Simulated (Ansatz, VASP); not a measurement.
## One calculation of C, two programs

```
C
1.0
     0.00000    1.79762    1.59341
     1.79762    0.00000    1.59341
     1.79762    1.79762    0.00000
C
2
Direct
  0.50000 0.50000 0.50000
  0.75000 0.75000 0.75000
```

Alike in both runs: task single point; functional PBE; k mesh 12 × 12 × 12; occupations gaussian, width 0.05 eV; no spin polarisation.

```csv
,VASP,Ansatz
version,VASP 6.6.1,Ansatz 0.2.0
potentials or method,"VASP PAW PBE potentials, release 64 (C), cutoff 520 eV","scalar-relativistic, plane waves, PAW"
valence electrons in the cell,8,8
```

|  | VASP | Ansatz | Ansatz less VASP |
| --- | --- | --- | --- |
| gap on the k mesh at the Fermi level (eV) | 1.25 | 1.26 | +0.013 |
| least direct gap on the mesh (eV) | 3.84 | 3.85 | +0.005 |
